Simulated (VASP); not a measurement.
Crystal: SnSe2.

```
Sn Se
1.0
     3.84190    0.00000    0.00000
    -1.92095    3.32718    0.00000
     0.00000    0.00000    6.48588
Sn Se
1 2
Cartesian
  0.0000 0.0000 0.0000
  1.9209 1.1091 4.9105
  0.0000 2.2181 1.5754
```

```yaml
Program: VASP 6.6.1
Task: relaxation of cell and atoms
Functional: PBE
Potentials_or_basis: VASP PAW PBE potentials, release 64 (Sn_d, Se)
Cutoff: 500 eV
k_mesh: 9 × 9 × 4
Occupations: gaussian, width 0.02 eV
Spin: no spin polarisation
```

At the start: pressure 1.9 GPa; volume 27.64 Å³/atom.

**Question.** Where does the relaxation end?

**Answer.** Over 17 steps the energy falls by 6.9 meV/atom and the volume is 30.25 Å³/atom (+9.5 %); space group P-3m1 (No. 164, to 0.1 Å) before and after.

The path:
```
step  energy change (eV)  largest force (eV/Å)  pressure (GPa)  volume (Å³)
   1              0.0000                0.2599            1.93        82.91
   2             -0.0072                0.2591           -1.19        86.98
   3             -0.0154                0.0491            0.05        85.21
   4             -0.0156                0.0428            0.04        85.33
   5             -0.0162                0.0242            0.02        85.66
   6             -0.0166                0.0132           -0.03        86.34
   7             -0.0167                0.0130           -0.03        86.39
   8             -0.0171                0.0124           -0.03        86.57
   9             -0.0178                0.0113           -0.03        86.92
  10             -0.0190                0.0095           -0.01        87.61
  11             -0.0204                0.0101            0.05        88.99
  12             -0.0200                0.0262            0.27        91.71
  13             -0.0206                0.0232            0.17        90.33
  14             -0.0199                0.0758           -0.37        91.72
  15             -0.0207                0.0048            0.01        90.72
  16             -0.0207                0.0057            0.01        90.73
  17             -0.0207                0.0013            0.00        90.76
```

Final structure:
```yaml
crystal:
  lattice:
    - [3.87311, 0.00000, 0.00000]
    - [-1.93655, 3.35421, 0.00000]
    - [0.00000, 0.00000, 6.98656]
  atoms:
    - { symbol: Sn, position: [0.00000, 0.00000, 0.00000] }
    - { symbol: Se, position: [0.66667, 0.33333, 0.77166] }
    - { symbol: Se, position: [0.33333, 0.66667, 0.22834] }
```

Caveat: this functional lacks dispersion, which binds layers or chains, so the pressure and a relaxed spacing across them are unreliable.
